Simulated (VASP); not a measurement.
Wanted: the native input for a VASP 6.6.1 run.

- Task: single point
- Functional: PBE
- Potentials or basis: VASP PAW PBE potentials, release 64 (Ga_d, C)
- Cutoff: 520 eV
- k mesh: 5 × 5 × 5
- Occupations: fermi-dirac, width 0.15 eV
- Spin: no spin polarisation
- Dipole correction: no
- Further INCAR settings: ALGO = Normal; EDIFF = 1e-06; NBANDS = 20

The structure of GaC3 lies in POSCAR:

```
GaC3
1.0
    3.1973800000      0.0041300000      0.0384800000
    0.0041300000      3.3283500000     -0.0125200000
    0.0384800000     -0.0125200000      3.2736300000
Ga C
1 3
Direct
    0.9882600000      0.0068400000      0.0279200000
    0.0166200000      0.4955100000      0.5081400000
    0.5025100000      0.9911900000      0.5325000000
    0.5101400000      0.4944500000      0.9800900000
```

These files were run (other wordings do the same):

INCAR

```
SYSTEM = GaC3
PREC = Accurate
ENCUT = 520
EDIFF = 1E-6
ISMEAR = -1
SIGMA = 0.15
LREAL = .False.
LASPH = .True.
NELM = 80
ALGO = Normal
ISIF = 2
LWAVE = .False.
LCHARG = .False.
GGA = PE
NBANDS = 20
```

KPOINTS

```
Automatic mesh
0
Gamma
  5 5 5
  0 0 0
```

Potentials or basis: VASP PAW PBE potentials, release 64 (Ga_d, C).

Run with:

```bash
$ cat potpaw_PBE.64/Ga_d/POTCAR potpaw_PBE.64/C/POTCAR > POTCAR
$ mpirun -np 1 vasp_std > vasp.out
```

Results of the run:

```json
{"Pressure": "10.9 GPa", "Largest force": "1.632 eV/Å"}
```

Caveat: the k points lie up to 0.39 Å⁻¹ apart; forces of over 1 eV/Å act on the atoms, so gaps and moduli don't describe the material at rest.

It took 26 s on 1 thread of Intel Xeon 6975P-C (shared host), peak memory 0.17 GiB.
